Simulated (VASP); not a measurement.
The system is Cs2NdSe.

```xyz
4
Lattice="5.1054 0.0000 0.0000 0.0000 5.1054 0.0000 0.0000 0.0000 6.9218" Properties=species:S:1:pos:R:3 pbc="T T T"
Cs    0.0000    0.0000    1.5912
Cs    0.0000    0.0000    5.3306
Nd    2.5527    2.5527    0.0000
Se    2.5527    2.5527    3.4609
```

The cell was built from a structure type or drawn by symmetry, and may not be a known phase.

```yaml
Program: VASP 6.6.1
Task: relaxation of cell and atoms
Functional: PBE
Potentials_or_basis: VASP PAW PBE potentials, release 64 (Cs_sv, Nd_3, Se), 4f in core
Cutoff: 500 eV
k_mesh: 4 × 4 × 4
Occupations: gaussian, width 0.1 eV
Spin: no spin polarisation
```

At the start: pressure -0.3 GPa; volume 45.10 Å³/atom.

Task: Where does the relaxation end?

Result: Over 7 steps the energy falls by 101.4 meV/atom and the volume is 43.94 Å³/atom (-2.6 %); space group P4/mmm (No. 123, to 0.1 Å) before and after.

The path:
| step | energy change (eV) | largest force (eV/Å) | pressure (GPa) | volume (Å³) |
| --- | --- | --- | --- | --- |
| 1 | 0.0000 | 1.8196 | -0.28 | 180.42 |
| 2 | -0.2800 | 1.0649 | -0.36 | 178.34 |
| 3 | -0.3786 | 0.5137 | 0.27 | 175.08 |
| 4 | -0.4013 | 0.1888 | -0.10 | 176.27 |
| 5 | -0.4033 | 0.0596 | -0.04 | 176.03 |
| 6 | -0.4033 | 0.0106 | -0.01 | 175.94 |
| 7 | -0.4057 | 0.0062 | -0.07 | 175.77 |

Final structure:
```
CELL_PARAMETERS angstrom
5.12736 0.00000 0.00000
0.00000 5.12736 0.00000
0.00000 0.00000 6.68587
ATOMIC_POSITIONS crystal
Cs 0.00000 0.00000 0.25752
Cs 0.00000 0.00000 0.74248
Nd 0.50000 0.50000 0.00000
Se 0.50000 0.50000 0.50000
```

Caveat: the run has no spin polarisation, though such a crystal can be magnetic.
